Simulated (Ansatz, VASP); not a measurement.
Two plane-wave programs on Y

File INCAR:

```
SYSTEM = Y
PREC     = Accurate       ! precision mode
ENCUT    = 500            ! plane-wave cutoff, eV
EDIFF    = 1E-6           ! SCF threshold, eV
ISMEAR   = -1             ! smearing method
SIGMA    = 0.1            ! smearing width, eV
LREAL    = .False.        ! projectors in reciprocal space
LASPH    = .True.         ! aspherical terms in the spheres
NELM     = 120            ! most SCF steps
ALGO     = Normal         ! electronic algorithm
ISIF     = 2              ! what is computed and relaxed
LWAVE    = .False.        ! write WAVECAR
LCHARG   = .False.        ! write CHGCAR
GGA      = PE             ! functional
NBANDS   = 24             ! bands
GGA_COMPAT= .False.
```

The input KPOINTS:

```
Automatic mesh
0
Gamma
  7 7 10
  0 0 0
```

Contents of POSCAR:

```
Y
1.0
    5.6520751642      0.0000000000      0.0000000000
   -2.8260375821      4.8948406763      0.0000000000
    0.0000000000      0.0000000000      3.5291948878
Y
3
Direct
    0.0000000000      1.0000000000      0.0000000000
    0.3333333333      0.6666666667      0.5000000000
    0.6666666667      0.3333333333      0.5000000000
```

Input for Ansatz:

```yaml
crystal:
  lattice:
    - [5.6520751642, 0.0, 0.0]
    - [-2.8260375821, 4.8948406763, 0.0]
    - [0.0, 0.0, 3.5291948878]
  atoms:
    - { symbol: "Y", position: [0.0, 1.0, 0.0] }
    - { symbol: "Y", position: [0.3333333333, 0.6666666667, 0.5] }
    - { symbol: "Y", position: [0.6666666667, 0.3333333333, 0.5] }
hamiltonian:
  xc: pbe
  pseudopotentials:
    kind: paw
    azcp:
      "Y": "pseudopotentials/Y.paw.azcp"
basis:
  ecutwfc: 420
  fft_grid_basis: typed
kpoints:
  mp_grid: { grid: [7, 7, 10], shift: [0, 0, 0] }
magnetization:
  spin_polarized: false
scf:
  occupations: { method: fermi_dirac, width: 0.1 }
  lower_state_search: "off"
output:
  stress: true
```

Alike in both runs: task single point; functional PBE; k mesh 7 × 7 × 10; occupations fermi-dirac, width 0.1 eV; no spin polarisation.

|  | VASP | Ansatz |
| --- | --- | --- |
| version | VASP 6.6.1 | Ansatz 0.2.0 |
| potentials or method | VASP PAW PBE potentials, release 64 (Y_sv), cutoff 500 eV | plane waves (420 eV) with PAW, scalar-relativistic |
| valence electrons in the cell | 33 | 33 |

Ansatz gave:

- pressure (GPa): 0.0

Problem. What did VASP give for the same quantities?

Solution. Pressure (GPa): -0.1.
